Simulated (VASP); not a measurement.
AlCo (CsCl type):

```
CELL_PARAMETERS angstrom
2.78721 0.00000 0.00000
0.00000 2.78721 0.00000
0.00000 0.00000 2.78721
ATOMIC_POSITIONS crystal
Co 0.00000 0.00000 0.00000
Al 0.50000 0.50000 0.50000
```

- Program: VASP 6.6.1
- Task: relaxation of cell and atoms
- Functional: PBE
- Potentials or basis: VASP PAW PBE potentials, release 64 (Co, Al)
- Cutoff: 600 eV
- k mesh: 14 × 14 × 14
- Occupations: fermi-dirac, width 0.08 eV
- Spin: no spin polarisation

At the start: pressure 14.3 GPa; volume 10.83 Å³/atom.

How do energy, volume and symmetry change on relaxing?

Over 11 steps the energy falls by 32.2 meV/atom and the volume is 11.59 Å³/atom (+7.0 %); space group Pm-3m (No. 221, to 0.05 Å).

The path:
| step | energy change (eV) | largest force (eV/Å) | pressure (GPa) | volume (Å³) |
| --- | --- | --- | --- | --- |
| 1 | 0.0000 | 0.0000 | 14.26 | 21.65 |
| 2 | -0.0084 | 0.0000 | -10.45 | 24.81 |
| 3 | -0.0643 | 0.0000 | -0.14 | 23.21 |
| 4 | -0.0643 | 0.0000 | 0.14 | 23.18 |
| 5 | -0.0643 | 0.0000 | 0.13 | 23.18 |
| 6 | -0.0643 | 0.0000 | 0.12 | 23.18 |
| 7 | -0.0643 | 0.0000 | 0.11 | 23.18 |
| 8 | -0.0643 | 0.0000 | 0.11 | 23.18 |
| 9 | -0.0643 | 0.0000 | 0.10 | 23.18 |
| 10 | -0.0643 | 0.0000 | 0.09 | 23.18 |
| 11 | -0.0643 | 0.0000 | 0.05 | 23.18 |

Final structure:
```
Co Al
1.0
     2.85122    0.00000    0.00000
     0.00000    2.85122    0.00000
     0.00000    0.00000    2.85122
Co Al
1 1
Direct
  0.00000 0.00000 0.00000
  0.50000 0.50000 0.50000
```
